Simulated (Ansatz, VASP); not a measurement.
## SrO: VASP beside Ansatz

```
Sr O
1.0
     4.27547    0.00000    0.00000
    -2.13773    3.70266    0.00000
     0.00000    0.00000    5.15559
Sr O
2 2
Direct
  0.33333 0.66667 0.75000
  0.66667 0.33333 0.25000
  0.33333 0.66667 0.25000
  0.66667 0.33333 0.75000
```

Alike in both runs: task single point; functional LDA; k mesh 6 × 6 × 4; occupations gaussian, width 0.1 eV; no spin polarisation.

|  | VASP | Ansatz |
| --- | --- | --- |
| version | VASP 6.6.1 | Ansatz 0.2.0 |
| potentials or method | VASP PAW LDA potentials, release 64 (Sr_sv, O), cutoff 520 eV | scalar-relativistic, plane waves, PAW |
| valence electrons in the cell | 32 | 32 |

```csv
,VASP,Ansatz,Ansatz less VASP
gap on the k mesh at the Fermi level (eV),2.45,2.46,+0.009
least direct gap on the mesh (eV),2.45,2.46,+0.009
pressure (GPa),-3.9,-4.5,-0.55
"traceless stress, the component that is largest in VASP (GPa)",-0.35,-0.36,-0.016
```

LDA's correlation is that of Perdew and Zunger in VASP and of Perdew and Wang (1992) in Ansatz.
